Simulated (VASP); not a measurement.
# SiC: single point with PBE

SiC:

```xyz
2
Lattice="0.0000 2.1770 2.1770 2.1770 0.0000 2.1770 2.1770 2.1770 0.0000" Properties=species:S:1:pos:R:3 pbc="T T T"
Si    1.0885    1.0885    1.0885
C     0.0000    0.0000    0.0000
```

- Program: VASP 6.6.1
- Task: single point
- Functional: PBE
- Potentials or basis: VASP PAW PBE potentials, release 64 (Si, C)
- Cutoff: 600 eV
- k mesh: 9 × 9 × 9
- Occupations: gaussian, width 0.01 eV
- Spin: no spin polarisation

```yaml
Pressure: 3.7 GPa
Band_gap_on_the_k_mesh: 1.50 eV, indirect (least direct gap 4.62 eV)
```

Levels at points of the mesh, in eV from the valence-band top:
```
           k point  band 1  band 2  band 3  band 4  band 5  band 6  band 7  band 8  band 9
(0.00, 0.00, 0.00)  -15.42    0.00    0.00    0.00    6.27    7.33    7.33    7.33   14.52
```

It took 16 s on 1 thread of AMD EPYC 9R45 (Zen 5), with other jobs on the host, peak memory 0.11 GiB.

A k mesh can miss the band edges. A hybrid or GW would open this gap; PBE tends to underestimate it.
